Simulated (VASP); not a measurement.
# Si11O24 (a cell with a defect) in VASP: single point with PBE

Aim: the single point of Si11O24 (a cell with a defect) with PBE.

All numbers are computed with VASP 6.6.1; they aren't measurements. Logs are shortened: lines on timing, memory, paths and dates and some standing lists are left out, and cuts for length are marked.

## 1. The cell of the first run

The cell holds a defect, 35 atoms: a = 8.939 Å, b = 8.939 Å, c = 8.939 Å, α = 90.00°, β = 90.00°, γ = 90.00°.

## 2. Single point, PBE

INCAR

```
SYSTEM = Si11O24
PREC = Accurate
ENCUT = 520
EDIFF = 1E-7
ISMEAR = -1
SIGMA = 0.05
LREAL = Auto
LASPH = .True.
NELM = 100
ALGO = Normal
ISIF = 2
LWAVE = .False.
LCHARG = .False.
GGA = PE
NBANDS = 117
```

KPOINTS

```
regular mesh
0
Gamma
  2 2 2
  0 0 0
```

POSCAR

```
Si11O24
1.0
    8.9392390000      0.0000000000      0.0000000000
    0.0000000000      8.9392390000      0.0000000000
    0.0000000000      0.0000000000      8.9392390000
Si O
11 24
Direct
    0.2493904061      0.5001366505     -0.0010251831
    0.5053451934     -0.0072451295      0.2678898870
    0.0037116456      0.5051505853      0.2556658059
    0.4949802566      0.2433930237      0.0039557465
   -0.0064625018      0.2311753929      0.4915086351
    0.7493900190      0.0001323774      0.4990050608
    0.7493917641      0.5001675652     -0.0011727216
    0.0038572533      0.4951166255      0.7421284635
    0.5051549511      0.0075598048      0.7299843382
   -0.0064559825      0.7690964760      0.5063075743
    0.4950180813      0.7569216362     -0.0060856993
    0.1480962256      0.4757513367      0.8503417019
    0.0957423077      0.0726715182      0.5447089151
    0.0956692856      0.9275766105      0.4528865869
    0.4031304609      0.0460845585      0.4263586456
    0.1480058576      0.5245833584      0.1475391089
    0.4693007186      0.1456520151      0.8484233648
    0.0293242196      0.3496001168      0.3533859657
    0.8353298933      0.1535067339      0.4492454308
    0.4694594693      0.8546553765      0.1494662968
    0.5044415991      0.1410858185      0.1585372147
    0.3506788888      0.3515049753      0.0234447427
    0.8531060296      0.4929554191      0.1508417544
    0.6634649013     -0.0496887493      0.3456401619
    0.6457095272      0.6522019880      0.0059847345
    0.6455820270      0.3482196313     -0.0083626715
    0.8531741616      0.5073080373      0.8468570798
    0.6633305754      0.0499276955      0.6522926135
   -0.0056719474      0.6597230031      0.3579926062
    0.5041985980      0.8592310145      0.8393257365
    0.3507848407      0.6486951843     -0.0253886201
   -0.0054037997      0.3405245460      0.6398313460
    0.0294972178      0.6506565529      0.6443793389
    0.8354410024      0.8468539050      0.5488592464
    0.4030166538     -0.0457174541      0.5714625924
```

Potentials or basis: VASP PAW PBE potentials, release 64 (Si, O).

Launch:

```console
> cat potpaw_PBE.64/Si/POTCAR potpaw_PBE.64/O/POTCAR > POTCAR
> mpirun -np 1 vasp_std > vasp.out
```

OUTCAR:

```text
SYSTEM = Si11O24
   PREC = Accurate
   ENCUT = 520
   EDIFF = 1E-7
   ISMEAR = -1
   LREAL = Auto
   LASPH = .True.
   NELM = 100
   ISIF = 2
   GGA = PE

 ion  position               nearest neighbor table
   1  0.249  0.500  0.999-  31 1.62  12 1.62  16 1.62  22 1.62
   2  0.505  0.993  0.268-  24 1.62  21 1.65  20 1.66  15 1.75   6 3.01
   3  0.004  0.505  0.256-  16 1.62  23 1.64  18 1.66  29 1.66
   4  0.495  0.243  0.004-  22 1.62  26 1.64  17 1.66  21 1.66
   5  0.994  0.231  0.492-  19 1.62  32 1.65  18 1.66  13 1.75   6 3.01
   6  0.749  0.000  0.499-  28 1.63  34 1.63  19 1.63  24 1.63   2 3.01  10 3.01   5 3.01   9 3.01

   7  0.749  0.500  0.999-  25 1.65  26 1.65  27 1.65  23 1.65
   8  0.004  0.495  0.742-  12 1.62  27 1.64  33 1.66  32 1.66
   9  0.505  0.008  0.730-  28 1.62  30 1.65  17 1.66  35 1.75   6 3.01
  10  0.994  0.769  0.506-  34 1.62  29 1.65  33 1.66  14 1.75   6 3.01
  11  0.495  0.757  0.994-  31 1.62  25 1.64  20 1.66  30 1.66
  12  0.148  0.476  0.850-   8 1.62   1 1.62
  13  0.096  0.073  0.545-  14 1.53   5 1.75
  14  0.096  0.928  0.453-  13 1.53  10 1.75
  15  0.403  0.046  0.426-  35 1.53   2 1.75
  16  0.148  0.525  0.148-   3 1.62   1 1.62
  17  0.469  0.146  0.848-   9 1.66   4 1.66
[... 16 lines left out ...]
  34  0.835  0.847  0.549-  10 1.62   6 1.63
  35  0.403  0.954  0.571-  15 1.53   9 1.75

  LATTYP: Found a simple cubic cell.
 ALAT       =     8.9392390000

  Lattice vectors:

 A1 = (   8.9392390000,   0.0000000000,   0.0000000000)
 A2 = (   0.0000000000,   8.9392390000,   0.0000000000)
 A3 = (   0.0000000000,   0.0000000000,   8.9392390000)

Analysis of symmetry for initial positions (statically):
=====================================================================
 Subroutine PRICEL returns:
 Original cell was already a primitive cell.

 Routine SETGRP: Setting up the symmetry group for a
 simple cubic supercell.

 Subroutine GETGRP returns: Found  1 space group operations
 (whereof  1 operations were pure point group operations)
 out of a pool of 48 trial point group operations.

The static configuration has the point symmetry C_1 .

Analysis of symmetry for dynamics (positions and initial velocities):
=====================================================================
 Subroutine PRICEL returns:
 Original cell was already a primitive cell.

 Routine SETGRP: Setting up the symmetry group for a
[... 157 lines left out ...]
   EDIFFG = 0.1E-05   stopping-criterion for IOM
   NSW    =      0    number of steps for IOM
   IBRION =     -1    ionic relax: 0-MD 1-quasi-New 2-CG
   NFREE  =      0    steps in history (QN), initial steepest desc. (CG)
   ISIF   =      2    stress and relaxation
   ISYM   =      2    0-nonsym 1-usesym 2-fastsym
   POTIM  = 0.5000    time-step for ionic-motion
   TEBEG  =    0.0;   TEEND  =   0.0 temperature during run
   PSTRESS=    0.0 pullay stress
   NELECT =     188.0000    total number of electrons
   NUPDOWN=      -1.0000    fix difference up-down
   EMIN   =  10.00;   EMAX   =-10.00  energy-range for DOS
   EFERMI =   0.00;   METHOD = LEGACY
   ISMEAR =    -1;   SIGMA  =   0.05  broadening in eV -4-tet -1-fermi 0-gaus
   EFERMI_NEDOS =   21; number of points for ismear=-14 and -15
   IALGO  =     38    algorithm
   IMIX   =      4    mixing-type and parameters
     AMIX     =   0.40;   BMIX     =  1.00
     AMIX_MAG =   1.60;   BMIX_MAG =  1.00
  volume/ion in A,a.u.               =      20.41       137.73
  Fermi-wavevector in a.u.,A,eV,Ry     =   1.049124  1.982557 14.975410  1.100662
  Thomas-Fermi vector in A             =   2.184074
   LORBIT       =      0    0 simple, 1 ext, 2 COOP (PROOUT), +10 PAW based schemes
   GGA     = PE    functional components
   LHFCALC =     F    Hartree Fock is set to
   AEXX    =    0.0000 exact exchange contribution
   IVDW    =     0    specifies the selected vdW correction
   LEPSILON=     F    determine dielectric tensor
   LRPA    =     F    only Hartree local field effects (RPA)
 non-spin polarized calculation
  energy-cutoff  :      520.00
  volume of cell :      714.33
 maximum number of plane-waves:     19309
 NGX is ok and might be reduce to    70
   NGX = 33   NGY = 33   NGZ = 33

 number of electron     187.9999987 magnetization

 Free energy of the ion-electron system (eV)
  ---------------------------------------------------
  ext. energy  EPLUGINS =         0.00000000
  ---------------------------------------------------
  free energy    TOTEN  =      -264.35646109 eV

  energy without entropy =     -264.35646109  energy(sigma->0) =     -264.35646109

 E-fermi :  -0.2654     XC(G=0):  -6.5976

 val. band max:       -1.4834160963   @ k =   0.0000   0.0000   0.5000
 cond. band min:       1.4839876499   @ k =   0.0000   0.5000   0.0000
 fundamental gap:      2.9674037462
 Fermi energy:        -0.2654175874

 k-point     1 :       0.0000    0.0000    0.0000
  band No.  band energies     occupation
      1     -21.8483      2.00000
      2     -21.6392      2.00000
      3     -21.2560      2.00000
      4     -20.8614      2.00000
      5     -20.8440      2.00000
      6     -20.5403      2.00000
[... 861 lines left out ...]
    105       6.0138      0.00000
    106       6.1818      0.00000
 [bands above 106 left out]

------------------------ aborting loop because EDIFF is reached ----------------------------------------

  FORCE on cell =-STRESS in cart. coord.  units (eV):
  Direction    XX          YY          ZZ          XY          YZ          ZX
  --------------------------------------------------------------------------------------
  -------------------------------------------------------------------------------------
  Total        3.2891401    -30.6565676    -30.6603282      0.0028631     -0.0047692      0.0025097
  in kB        7.3771958    -68.7594612    -68.7678958      0.0064216     -0.0106968      0.0056290
  external PRESSURE =     -43.3833871 kB  Pullay stress =       0.0000000 kB

 VOLUME and BASIS-vectors are now :
 -----------------------------------------------------------------------------
  energy-cutoff  :      520.00
  volume of cell :      714.33
      direct lattice vectors                 reciprocal lattice vectors
     8.939239000  0.000000000  0.000000000     0.111866346  0.000000000  0.000000000
     0.000000000  8.939239000  0.000000000     0.000000000  0.111866346  0.000000000
     0.000000000  0.000000000  8.939239000     0.000000000  0.000000000  0.111866346

 POSITION                                       TOTAL-FORCE (eV/Angst)
 -----------------------------------------------------------------------------------
      2.22936      4.47084      8.93007        -0.000850     -0.001273      0.001720
      4.51740      8.87447      2.39473        -0.025940     -0.001232     -0.032771
      0.03318      4.51566      2.28546         0.009672      0.011787      0.000464
      4.42475      2.17575      0.03536        -0.010846     -0.000786      0.010152
      8.88147      2.06653      4.39371         0.022305      0.034192     -0.003040
      6.69898      0.00118      4.46073        -0.000053      0.002225      0.001597
[... 27 lines left out ...]
      7.46821      7.57023      4.90638        -0.005838      0.010188     -0.000275
      3.60266      8.53056      5.10844        -0.018301     -0.054595      0.065542
 -----------------------------------------------------------------------------------
    total drift:                                0.008839     -0.008467      0.001584

  FREE ENERGIE OF THE ION-ELECTRON SYSTEM (eV)
  ---------------------------------------------------
  free  energy   TOTEN  =      -264.3564610877 eV

  energy  without entropy=     -264.3564610876  energy(sigma->0) =     -264.35646109
```

OSZICAR:

```text
N       E                     dE             d eps       ncg     rms          rms(c)
DAV:   1     0.151446241232E+04    0.15145E+04   -0.90912E+04  1928   0.140E+03
DAV:   2    -0.121845237164E+03   -0.16363E+04   -0.15979E+04  2383   0.337E+02
DAV:   3    -0.296104646025E+03   -0.17426E+03   -0.17335E+03  2248   0.119E+02
[... 12 lines left out ...]
DAV:  16    -0.264356459176E+03   -0.28313E-05   -0.63896E-06  2056   0.120E-02    0.304E-03
DAV:  17    -0.264356460571E+03   -0.13953E-05   -0.16939E-06  2152   0.473E-03    0.250E-03
DAV:  18    -0.264356460963E+03   -0.39115E-06   -0.31479E-07  1896   0.245E-03    0.757E-04
DAV:  19    -0.264356461081E+03   -0.11873E-06   -0.82867E-08  1352   0.102E-03    0.351E-04
DAV:  20    -0.264356461088E+03   -0.64720E-08   -0.13891E-08  1416   0.386E-04
   1 F= -.26435646E+03 E0= -.26435646E+03  d E =-.114951E-09
```

stdout:

```text
POSCAR found type information on POSCAR SiO
 POSCAR found :  2 types and      35 ions
 scaLAPACK will be used
 LDA part: xc-table for (Slater+PW92), standard interpolation
 POSCAR, INCAR and KPOINTS ok, starting setup
 FFT: planning ... GRIDC
 FFT: planning ... GRID_SOFT
 FFT: planning ... GRID
 WAVECAR not read
 entering main loop
```

It took 28 min on 1 thread of Oxide Virtual Turin-like, shared host; peak memory 0.85 GiB.

What came out:

```yaml
Free_energy: -264.3565 eV
Pressure: -4.3 GPa
Largest_force: 0.088 eV/Å
Band_gap_on_the_k_mesh: 2.97 eV
```

Forces in eV/Å, atoms in the order of the input:
```
Si  -0.001 -0.001  0.002
Si  -0.026 -0.001 -0.033
Si   0.010  0.012  0.000
Si  -0.011 -0.001  0.010
Si   0.022  0.034 -0.003
Si   0.000  0.002  0.002
Si   0.002  0.000  0.001
Si   0.011 -0.009 -0.001
Si  -0.019  0.001  0.032
Si   0.019 -0.034  0.001
Si  -0.011  0.002 -0.010
O   -0.005  0.005  0.015
O    0.015  0.065  0.054
O    0.018 -0.065 -0.055
O   -0.018  0.056 -0.065
O   -0.003 -0.005 -0.016
O    0.005 -0.006  0.010
O   -0.003  0.008  0.008
O   -0.006 -0.014 -0.002
O    0.006  0.007 -0.008
O    0.000 -0.003 -0.012
O    0.004  0.015 -0.007
O    0.006  0.002 -0.007
O    0.008  0.000  0.014
O   -0.006 -0.004 -0.002
O   -0.006  0.005  0.001
O    0.008 -0.002  0.004
O    0.008  0.000 -0.014
O   -0.001 -0.014  0.005
O    0.001  0.002  0.012
O    0.005 -0.014  0.005
O   -0.002  0.014 -0.001
O   -0.005 -0.011 -0.005
O   -0.006  0.010  0.000
O   -0.018 -0.055  0.066
```
